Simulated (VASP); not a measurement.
Ga, 2 atoms in the cell. It takes space group Cmcm (No. 63, orthorhombic). Conventional cell: a = 2.876 Å, b = 8.062 Å, c = 3.143 Å, α = 90.00°, β = 90.00°, γ = 90.00°. Within 3.5 Å of Ga (site symmetry m2m) lie 10 Ga at 2.66 to 3.14 Å. 

| Quantity | Value |
| --- | --- |
| Program | VASP 6.6.1 |
| Task | electric field gradients |
| Functional | LDA |
| Potentials or basis | VASP PAW LDA potentials, release 64 (Ga_d) |
| Cutoff | 520 eV |
| k mesh | 12 × 12 × 10 |
| Occupations | fermi-dirac, width 0.08 eV |
| Spin | no spin polarisation |
| Dipole correction | no |
| Further INCAR settings | ALGO = Normal; EDIFF = 1e-08; NBANDS = 20 |

Potentials or basis: VASP PAW LDA potentials, release 64 (Ga_d).

The run is started by

```console
$ cat potpaw_LDA.64/Ga_d/POTCAR > POTCAR
$ mpirun -np 1 vasp_std > vasp.out
```

Hardware: 1 thread of Intel Xeon 8259CL, on a shared host.

Question: How long does it take, and how much memory?

Answer: It took 3.2 min on 1 thread of Intel Xeon 8259CL (shared host), peak memory 0.26 GiB. Counts: scf iterations 12, k points 258.
